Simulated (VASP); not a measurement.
# LiCl (F-43m) in VASP: notebook

Runs on LiCl. Level: r2SCAN. Tasks: single point.

Everything below comes from runs of VASP 6.6.1. Logs are shortened: lines on timing, memory, paths and dates and some standing lists are left out, and cuts for length are marked.

## (1) The cell of the first run

The structure is cubic, space group F-43m (No. 216). The conventional cell has a = 5.520 Å, b = 5.520 Å, c = 5.520 Å, α = 90.00°, β = 90.00°, γ = 90.00°. Li (site symmetry -43m) has 4 Cl at 2.39 Å within 3.2 Å. Within 3.2 Å of Cl (site symmetry -43m) lie 4 Li at 2.39 Å.

## (2) Single point, r2SCAN (volume changed by +3%)

Contents of POSCAR:

```
LiCl
1.0
    0.0000000000      2.7601041238      2.7601041238
    2.7601041238      0.0000000000      2.7601041238
    2.7601041238      2.7601041238      0.0000000000
Li Cl
1 1
Direct
    0.0000000000      0.0000000000      0.0000000000
    0.2500000000      0.2500000000      0.2500000000
```

Contents of INCAR.step1:

```
SYSTEM = LiCl
PREC = Accurate ; ENCUT = 520
ISMEAR = 0 ; SIGMA = 0.01
LREAL = .False. ; LASPH = .True.
NELM = 100 ; NBANDS = 12
GGA = PE ; ALGO = Normal
EDIFF = 1E-4 ; LWAVE = .True.
LCHARG = .False.
```

Contents of INCAR.step2:

```
SYSTEM = LiCl
PREC = Accurate ; ENCUT = 520
EDIFF = 1E-6 ; ISMEAR = 0
SIGMA = 0.01 ; LREAL = .False.
LASPH = .True. ; NELM = 100
ALGO = Normal ; ISIF = 2
LWAVE = .False. ; LCHARG = .True.
METAGGA = R2SCAN ; LMIXTAU = .True.
LELF = .True. ; LVHAR = .True.
NBANDS = 12 ; ISTART = 1
```

Contents of KPOINTS:

```
Automatic mesh
0
Gamma
  6 6 6
  0 0 0
```

Potentials or basis: VASP PAW PBE potentials, release 64 (Li_sv, Cl).

Command:

```sh
$ cat potpaw_PBE.64/Li_sv/POTCAR potpaw_PBE.64/Cl/POTCAR > POTCAR
$ cp INCAR.step1 INCAR
$ mpirun -np 1 vasp_std > vasp.out
$ cp INCAR.step2 INCAR
$ mpirun -np 1 vasp_std > vasp.out
```

OUTCAR:

```text
SYSTEM = LiCl
   PREC = Accurate
   ENCUT = 520
   EDIFF = 1E-6
   ISMEAR = 0
   LREAL = .False.
   LASPH = .True.
   NELM = 100
   ISIF = 2
   METAGGA = R2SCAN
   ISTART = 1

 ion  position               nearest neighbor table
   1  0.000  0.000  0.000-   2 2.39   2 2.39   2 2.39   2 2.39
   2  0.250  0.250  0.250-   1 2.39   1 2.39   1 2.39   1 2.39

  LATTYP: Found a face centered cubic cell.
 ALAT       =     5.5202082476

  Lattice vectors:

 A1 = (   0.0000000000,   2.7601041238,   2.7601041238)
 A2 = (   2.7601041238,   0.0000000000,   2.7601041238)
 A3 = (   2.7601041238,   2.7601041238,   0.0000000000)

Analysis of symmetry for initial positions (statically):
=====================================================================
 Subroutine PRICEL returns:
 Original cell was already a primitive cell.

 Routine SETGRP: Setting up the symmetry group for a
 face centered cubic supercell.

 Subroutine GETGRP returns: Found 24 space group operations
 (whereof 24 operations were pure point group operations)
 out of a pool of 48 trial point group operations.

The static configuration has the point symmetry T_d .

Analysis of symmetry for dynamics (positions and initial velocities):
=====================================================================
 Subroutine PRICEL returns:
 Original cell was already a primitive cell.

 Routine SETGRP: Setting up the symmetry group for a
 face centered cubic supercell.

 Subroutine GETGRP returns: Found 24 space group operations
 (whereof 24 operations were pure point group operations)
 out of a pool of 48 trial point group operations.

The dynamic configuration has the point symmetry T_d .

 Subroutine INISYM returns: Found 24 space group operations
 (whereof 24 operations are pure point group operations),
 and found     1 'primitive' translations

----------------------------------------------------------------------------------------

                                     Primitive cell

  volume of cell :      42.0539

  direct lattice vectors                    reciprocal lattice vectors
     0.000000000  2.760104124  2.760104124    -0.181152586  0.181152586  0.181152586
     2.760104124  0.000000000  2.760104124     0.181152586 -0.181152586  0.181152586
     2.760104124  2.760104124  0.000000000     0.181152586  0.181152586 -0.181152586

  length of vectors
     3.903376685  3.903376685  3.903376685     0.313765483  0.313765483  0.313765483

  position of ions in fractional coordinates (direct lattice)
     0.000000000  0.000000000  0.000000000
     0.250000000  0.250000000  0.250000000

  ion indices of the primitive-cell ions
   primitive index   ion index
                 1           1
                 2           2

----------------------------------------------------------------------------------------

 KPOINTS: Automatic mesh

Automatic generation of k-mesh.
 Grid dimensions read from file:
 generate k-points for:    6    6    6

 Generating k-lattice:

  Cartesian coordinates                     Fractional coordinates (reciprocal lattice)
    -0.030192098  0.030192098  0.030192098     0.166666667  0.000000000  0.000000000
     0.030192098 -0.030192098  0.030192098     0.000000000  0.166666667  0.000000000
     0.030192098  0.030192098 -0.030192098     0.000000000  0.000000000  0.166666667

  Length of vectors
     0.052294247  0.052294247  0.052294247

  Shift w.r.t. Gamma in fractional coordinates (k-lattice)
     0.000000000  0.000000000  0.000000000

 Subroutine IBZKPT returns following result:
 ===========================================

 Found     16 irreducible k-points:

 Following reciprocal coordinates:
            Coordinates               Weight
  0.000000  0.000000  0.000000      1.000000
  0.166667  0.000000  0.000000      8.000000
  0.333333  0.000000  0.000000      8.000000
  0.500000  0.000000  0.000000      4.000000
  0.166667  0.166667  0.000000      6.000000
  0.333333  0.166667  0.000000     24.000000
[... 8 lines left out ...]
 -0.333333  0.333333  0.166667     24.000000
 -0.333333  0.500000  0.166667     12.000000
   k-points           NKPTS =     16   k-points in BZ     NKDIM =     16   number of bands    NBANDS=     12
   number of dos      NEDOS =    301   number of ions     NIONS =      2
   total plane-waves  NPLWV =  27000
   dimension x,y,z NGX =    30 NGY =   30 NGZ =   30
   dimension x,y,z NGXF=    60 NGYF=   60 NGZF=   60
   ions per type =               1   1
   NGX,Y,Z   is equivalent  to a cutoff of  12.78, 12.78, 12.78 a.u.
   NGXF,Y,Z  is equivalent  to a cutoff of  25.55, 25.55, 25.55 a.u.
 SYSTEM =  LiCl
   PREC   = accura    normal or accurate (medium, high low for compatibility)
   ISTART =      1    job   : 0-new  1-cont  2-samecut
   ICHARG =      0    charge: 1-file 2-atom 10-const
   ISPIN  =      1    spin polarized calculation?
   LNONCOLLINEAR =      F non collinear calculations
   LSORBIT =      F    spin-orbit coupling
   LASPH  =      T    aspherical Exc in radial PAW
   ENCUT  =  520.0 eV  38.22 Ry    6.18 a.u.   7.26  7.26  7.26*2*pi/ulx,y,z
   NELM   =    100;   NELMIN=  2; NELMDL=  0     # of ELM steps
   EDIFF  = 0.1E-05   stopping-criterion for ELM
   LREAL  =      F    real-space projection
   EDIFFG = 0.1E-04   stopping-criterion for IOM
   NSW    =      0    number of steps for IOM
   IBRION =     -1    ionic relax: 0-MD 1-quasi-New 2-CG
   NFREE  =      0    steps in history (QN), initial steepest desc. (CG)
   ISIF   =      2    stress and relaxation
   ISYM   =      2    0-nonsym 1-usesym 2-fastsym
   POTIM  = 0.5000    time-step for ionic-motion
   TEBEG  =    0.0;   TEEND  =   0.0 temperature during run
   PSTRESS=    0.0 pullay stress
   NELECT =      10.0000    total number of electrons
   NUPDOWN=      -1.0000    fix difference up-down
   EMIN   =  10.00;   EMAX   =-10.00  energy-range for DOS
   EFERMI =   0.00;   METHOD = LEGACY
   ISMEAR =     0;   SIGMA  =   0.01  broadening in eV -4-tet -1-fermi 0-gaus
   EFERMI_NEDOS =   21; number of points for ismear=-14 and -15
   IALGO  =     38    algorithm
   IMIX   =      4    mixing-type and parameters
     AMIX     =   0.40;   BMIX     =  1.00
     AMIX_MAG =   1.60;   BMIX_MAG =  1.00
  volume/ion in A,a.u.               =      21.03       141.90
  Fermi-wavevector in a.u.,A,eV,Ry     =   1.014237  1.916630 13.995991  1.028676
  Thomas-Fermi vector in A             =   2.147453
   LORBIT       =      0    0 simple, 1 ext, 2 COOP (PROOUT), +10 PAW based schemes
   METAGGA = R2SCAN    functional components
   LHFCALC =     F    Hartree Fock is set to
   AEXX    =    0.0000 exact exchange contribution
   IVDW    =     0    specifies the selected vdW correction
   LEPSILON=     F    determine dielectric tensor
   LRPA    =     F    only Hartree local field effects (RPA)
 non-spin polarized calculation
 Gauss-broadening in eV      SIGMA  =   0.01
  energy-cutoff  :      520.00
  volume of cell :       42.05
 maximum number of plane-waves:      1158
 NGX is ok and might be reduce to    30
   NGX = 15   NGY = 15   NGZ = 15

 number of electron      10.0000009 magnetization

 Free energy of the ion-electron system (eV)
  ---------------------------------------------------
  ext. energy  EPLUGINS =         0.00000000
  ---------------------------------------------------
  free energy    TOTEN  =       -12.57364517 eV

  energy without entropy =      -12.57364517  energy(sigma->0) =      -12.57364517

 E-fermi :  -1.6436     XC(G=0):  -8.0331

 val. band max:       -1.7268720235   @ k =   0.0000   0.0000   0.0000
 cond. band min:       4.9331800949   @ k =   0.0000   0.0000   0.0000
 fundamental gap:      6.6600521184
 Fermi energy:        -1.6435945904

 k-point     1 :       0.0000    0.0000    0.0000
  band No.  band energies     occupation
      1     -45.9255      2.00000
      2     -14.9594      2.00000
      3      -1.7269      2.00000
      4      -1.7269      2.00000
      5      -1.7269      2.00000
      6       4.9332      0.00000
      7       9.2871      0.00000
      8       9.2871      0.00000
      9       9.2872      0.00000
     10      13.5057      0.00000
     11      13.5057      0.00000
     12      16.7684      0.00000

 k-point     2 :       0.1667    0.0000    0.0000
  band No.  band energies     occupation
      1     -45.9252      2.00000
      2     -14.8928      2.00000
      3      -2.3054      2.00000
      4      -1.8008      2.00000
      5      -1.8008      2.00000
      6       5.6004      0.00000
      7       9.4359      0.00000
      8       9.5563      0.00000
      9       9.5564      0.00000
     10      12.8134      0.00000
     11      12.8134      0.00000
     12      15.3908      0.00000

 k-point     3 :       0.3333    0.0000    0.0000
  band No.  band energies     occupation
      1     -45.9245      2.00000
      2     -14.7532      2.00000
      3      -3.2611      2.00000
      4      -1.9402      2.00000
      5      -1.9402      2.00000
      6       6.8022      0.00000
      7       9.5622      0.00000
      8       9.5663      0.00000
      9       9.5664      0.00000
     10      13.4413      0.00000
     11      13.4413      0.00000
     12      15.1884      0.00000

 k-point     4 :       0.5000    0.0000    0.0000
  band No.  band energies     occupation
      1     -45.9242      2.00000
      2     -14.6798      2.00000
      3      -3.6777      2.00000
      4      -2.0060      2.00000
      5      -2.0059      2.00000
      6       7.3874      0.00000
      7       9.3719      0.00000
      8       9.3720      0.00000
      9       9.5713      0.00000
     10      15.2243      0.00000
     11      15.2243      0.00000
     12      15.5865      0.00000

 k-point     5 :       0.1667    0.1667    0.0000
  band No.  band energies     occupation
      1     -45.9250      2.00000
      2     -14.8710      2.00000
      3      -2.2394      2.00000
      4      -1.9483      2.00000
      5      -1.9483      2.00000
      6       5.7156      0.00000
      7       9.2733      0.00000
      8       9.9241      0.00000
      9       9.9242      0.00000
     10      11.2073      0.00000
     11      13.9409      0.00000
     12      17.2970      0.00000
[... 108 lines left out ...]
      1     -45.9237      2.00000
      2     -14.5927      2.00000
      3      -3.3050      2.00000
      4      -2.5349      2.00000
      5      -2.5348      2.00000
      6       5.4622      0.00000
      7       8.6791      0.00000
      8      12.6581      0.00000
      9      13.1732      0.00000
     10      13.1734      0.00000
     11      15.9212      0.00000
     12      16.1389      0.00000

 k-point    14 :       0.5000    0.3333    0.1667
  band No.  band energies     occupation
      1     -45.9240      2.00000
      2     -14.6612      2.00000
      3      -3.1866      2.00000
      4      -2.5511      2.00000
      5      -2.2243      2.00000
      6       6.9312      0.00000
      7       8.8561      0.00000
      8      10.0807      0.00000
      9      11.2363      0.00000
     10      12.2851      0.00000
     11      15.3497      0.00000
     12      16.1017      0.00000

 k-point    15 :      -0.3333    0.3333    0.1667
  band No.  band energies     occupation
      1     -45.9238      2.00000
      2     -14.6124      2.00000
      3      -3.2871      2.00000
      4      -2.7043      2.00000
      5      -2.3689      2.00000
      6       7.2558      0.00000
      7       8.7297      0.00000
      8      10.6864      0.00000
      9      11.1414      0.00000
     10      12.5219      0.00000
     11      15.0392      0.00000
     12      15.8947      0.00000

 k-point    16 :      -0.3333    0.5000    0.1667
  band No.  band energies     occupation
      1     -45.9237      2.00000
      2     -14.5902      2.00000
      3      -3.1679      2.00000
      4      -2.7095      2.00000
      5      -2.6345      2.00000
      6       6.4246      0.00000
      7       9.3369      0.00000
      8      10.7144      0.00000
      9      11.5979      0.00000
     10      13.3531      0.00000
     11      15.5157      0.00000
     12      16.2101      0.00000

------------------------ aborting loop because EDIFF is reached ----------------------------------------

  FORCE on cell =-STRESS in cart. coord.  units (eV):
  Direction    XX          YY          ZZ          XY          YZ          ZX
  --------------------------------------------------------------------------------------
  -------------------------------------------------------------------------------------
  Total       -0.2776227     -0.2776227     -0.2776227     -0.0000000      0.0000000     -0.0000000
  in kB      -10.5769188    -10.5769188    -10.5769188     -0.0000000      0.0000000     -0.0000000
  external PRESSURE =     -10.5769188 kB  Pullay stress =       0.0000000 kB

 VOLUME and BASIS-vectors are now :
 -----------------------------------------------------------------------------
  energy-cutoff  :      520.00
  volume of cell :       42.05
      direct lattice vectors                 reciprocal lattice vectors
     0.000000000  2.760104124  2.760104124    -0.181152586  0.181152586  0.181152586
     2.760104124  0.000000000  2.760104124     0.181152586 -0.181152586  0.181152586
     2.760104124  2.760104124  0.000000000     0.181152586  0.181152586 -0.181152586

 POSITION                                       TOTAL-FORCE (eV/Angst)
 -----------------------------------------------------------------------------------
      0.00000      0.00000      0.00000        -0.000000     -0.000000     -0.000000
      1.38005      1.38005      1.38005         0.000000      0.000000      0.000000
 -----------------------------------------------------------------------------------
    total drift:                                0.000000      0.000000      0.000000

  FREE ENERGIE OF THE ION-ELECTRON SYSTEM (eV)
  ---------------------------------------------------
  free  energy   TOTEN  =       -12.5736451671 eV

  energy  without entropy=      -12.5736451671  energy(sigma->0) =      -12.57364517
```

It took 65 s on 1 thread of AMD EPYC 7R13, shared host; peak memory 0.13 GiB.

What came out:

- Free energy: -12.5736 eV
- Band gap on the k mesh: 6.66 eV, direct

Caveat: the cell differs from its parent crystal (volume changed by +3%); the cutoff is under 1.25 times the usual one of these potentials, so pressure, stress and relaxed cells hold a basis-set (Pulay) error; the PAW data sets were made with another functional, which shifts forces and pressure a little.

## (3) Single point, r2SCAN (volume changed by +6%)

Contents of POSCAR:

```
LiCl
1.0
    0.0000000000      2.7866452147      2.7866452147
    2.7866452147      0.0000000000      2.7866452147
    2.7866452147      2.7866452147      0.0000000000
Li Cl
1 1
Direct
    0.0000000000      0.0000000000      0.0000000000
    0.2500000000      0.2500000000      0.2500000000
```

Contents of INCAR.step1:

```
SYSTEM = LiCl
  ALGO = Normal
  EDIFF = 1E-4
  ENCUT = 520
  GGA = PE
  ISMEAR = 0
  LASPH = .TRUE.
  LCHARG = .FALSE.
  LREAL = .FALSE.
  LWAVE = .TRUE.
  NBANDS = 12
  NELM = 80
  PREC = Accurate
  SIGMA = 0.01
```

Contents of INCAR.step2:

```
SYSTEM = LiCl
  ALGO = Normal
  EDIFF = 1E-6
  ENCUT = 520
  ISIF = 2
  ISMEAR = 0
  ISTART = 1
  LASPH = .TRUE.
  LCHARG = .FALSE.
  LMIXTAU = .TRUE.
  LREAL = .FALSE.
  LWAVE = .FALSE.
  METAGGA = R2SCAN
  NBANDS = 12
  NELM = 80
  PREC = Accurate
  SIGMA = 0.01
```

Contents of KPOINTS:

```
k-points
0
G
  6 6 6
  0 0 0
```

Potentials or basis: VASP PAW PBE potentials, release 64 (Li_sv, Cl).

Command:

```sh
$ cat potpaw_PBE.64/Li_sv/POTCAR potpaw_PBE.64/Cl/POTCAR > POTCAR
$ cp INCAR.step1 INCAR
$ mpirun -np 1 vasp_std > vasp.out
$ cp INCAR.step2 INCAR
$ mpirun -np 1 vasp_std > vasp.out
```

Run time: 72 s. Hardware: 1 thread of AMD EPYC 7R13, shared host; peak memory 0.13 GiB.

It converged, with:

```yaml
Free_energy: -12.5638 eV
Band_gap_on_the_k_mesh: 6.55 eV, direct
```

Levels at points of the mesh, in eV from the valence-band top:
| k point | band 2 | band 3 | band 4 | band 5 | band 6 | band 7 | band 8 | band 9 |
| --- | --- | --- | --- | --- | --- | --- | --- | --- |
| (0.00, 0.00, 0.00) | -13.17 | 0.00 | 0.00 | 0.00 | 6.55 | 10.97 | 10.97 | 10.97 |
| (0.50, 0.00, 0.00) | -12.91 | -1.86 | -0.27 | -0.27 | 9.02 | 11.06 | 11.06 | 11.13 |
| (0.50, 0.50, 0.00) | -12.83 | -1.51 | -0.77 | -0.77 | 7.20 | 10.37 | 14.10 | 14.68 |

Caveat: the cell differs from its parent crystal (volume changed by +6%); the cutoff is under 1.25 times the usual one of these potentials, so pressure, stress and relaxed cells hold a basis-set (Pulay) error; the PAW data sets were made with another functional, which shifts forces and pressure a little.

## (4) Single point, r2SCAN

This run uses another cell than the first one, of 20.41 Å³/atom, 0.971 times its volume.

Contents of POSCAR:

```
LiCl
1.0
    0.0000000000      2.7330425368      2.7330425368
    2.7330425368      0.0000000000      2.7330425368
    2.7330425368      2.7330425368      0.0000000000
Li Cl
1 1
Direct
    0.0000000000      0.0000000000      0.0000000000
    0.2500000000      0.2500000000      0.2500000000
```

Contents of INCAR.step1:

```
PREC = Accurate ; ENCUT = 520
ISMEAR = 0 ; SIGMA = 0.01
LREAL = F ; LASPH = T
NELM = 100 ; NBANDS = 12
GGA = PE ; ALGO = Normal
EDIFF = 1E-4 ; LWAVE = T
LCHARG = F
```

Contents of INCAR.step2:

```
PREC = Accurate ; ENCUT = 520
EDIFF = 1E-6 ; ISMEAR = 0
SIGMA = 0.01 ; LREAL = F
LASPH = T ; NELM = 100
ALGO = Normal ; ISIF = 2
LWAVE = F ; LCHARG = F
METAGGA = R2SCAN ; LMIXTAU = T
NBANDS = 12 ; ISTART = 1
```

Contents of KPOINTS:

```
Automatic mesh
0
Gamma
  8 8 8
```

Command:

```sh
$ cat potpaw_PBE.64/Li_sv/POTCAR potpaw_PBE.64/Cl/POTCAR > POTCAR
$ cp INCAR.step1 INCAR
$ mpirun -np 1 vasp_std > vasp.out
$ cp INCAR.step2 INCAR
$ mpirun -np 1 vasp_std > vasp.out
```

Run time: 1.9 min. Hardware: 1 thread of AMD EPYC 7R13, shared host; peak memory 0.14 GiB.

The run converged. Its results:

* Free energy: -12.5779 eV
* Band gap on the k mesh: 6.77 eV, direct

Levels at points of the mesh, in eV from the valence-band top:
| k point | band 2 | band 3 | band 4 | band 5 | band 6 | band 7 | band 8 | band 9 |
| --- | --- | --- | --- | --- | --- | --- | --- | --- |
| (0.00, 0.00, 0.00) | -13.30 | 0.00 | 0.00 | 0.00 | 6.77 | 11.05 | 11.05 | 11.05 |
| (0.50, 0.00, 0.00) | -13.00 | -2.04 | -0.29 | -0.29 | 9.21 | 11.13 | 11.13 | 11.47 |
| (0.50, 0.50, 0.00) | -12.90 | -1.65 | -0.85 | -0.85 | 7.18 | 10.44 | 14.68 | 15.12 |

Caveat: the cutoff is under 1.25 times the usual one of these potentials, so pressure, stress and relaxed cells hold a basis-set (Pulay) error; the PAW data sets were made with another functional, which shifts forces and pressure a little.

## (5) Summary

| cell | k mesh | gap on the mesh (eV) |
| --- | --- | --- |
| a = 3.903 Å, angles 60.0°, 2 atoms | 6 × 6 × 6 | 6.66 |
| a = 3.941 Å, angles 60.0°, 2 atoms | 6 × 6 × 6 | 6.55 |
| a = 3.865 Å, angles 60.0°, 2 atoms | 8 × 8 × 8 | 6.77 |

Alike in all rows: task single point; level r2SCAN; potentials or basis VASP PAW PBE potentials, release 64 (Li_sv, Cl); no spin polarisation; cutoff (eV) 520; smearing gaussian 0.01 eV.

Caveats: the cutoff is under 1.25 times the usual one of these potentials, so pressure, stress and relaxed cells hold a basis-set (Pulay) error; the PAW data sets were made with another functional, which shifts forces and pressure a little.

Absolute energies hang on the potentials; compare differences alone.
